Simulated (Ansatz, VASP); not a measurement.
# One calculation of Ca, two programs

Contents of INCAR:

```
PREC = Accurate
ENCUT = 520
EDIFF = 1E-7
ISMEAR = 0
SIGMA = 0.15
LREAL = False
LASPH = True
NELM = 100
ALGO = Fast
ISIF = 2
LWAVE = False
LCHARG = False
GGA = PS
NBANDS = 11
```

The input KPOINTS:

```
Automatic mesh
0
Gamma
  14 14 14
```

Contents of POSCAR:

```
Ca
1.0
    0.0000000000      2.7103740000      2.8780260000
    2.7103740000      0.0000000000      2.8780260000
    2.7103740000      2.7103740000      0.0000000000
Ca
1
Direct
    0.0000000000      0.0000000000      0.0000000000
```

Input for Ansatz:

```yaml
crystal:
  lattice:
    - [0.0, 2.710374, 2.878026]
    - [2.710374, 0.0, 2.878026]
    - [2.710374, 2.710374, 0.0]
  atoms:
    - { symbol: Ca, position: [0.0, 0.0, 0.0] }
basis:
  ecutwfc: 420
kpoints:
  mp_grid: { grid: [14, 14, 14] }
hamiltonian:
  xc: pbesol
scf:
  occupations: { method: gaussian, width: 0.15 }
output:
  forces: true
  stress: true
  eigenvalues: true
```

Change from the starting cell: strain -0.030 along x and y, +0.030 along z, atoms carried along.

Alike in both runs: task single point; functional PBEsol; k mesh 14 × 14 × 14; occupations gaussian, width 0.15 eV; no spin polarisation.

```csv
,VASP,Ansatz
version,VASP 6.6.1,Ansatz 0.2.0
potentials or method,"VASP PAW PBE potentials, release 64 (Ca_sv), cutoff 520 eV","scalar-relativistic, plane waves, PAW"
valence electrons in the cell,10,10
```

|  | VASP | Ansatz | Ansatz less VASP |
| --- | --- | --- | --- |
| gap on the k mesh at the Fermi level (eV) | none | none | - |
| pressure (GPa) | -0.7 | -0.7 | 0.00 |
| traceless stress, the component that is largest in VASP (GPa) | -0.42 | -0.42 | 0.000 |

VASP's potentials were made for PBE, not for PBEsol. A gap of «none» marks a metal or a gap that the smearing closes. The functional is the same, so the differences come from potentials, cutoffs and numerics.
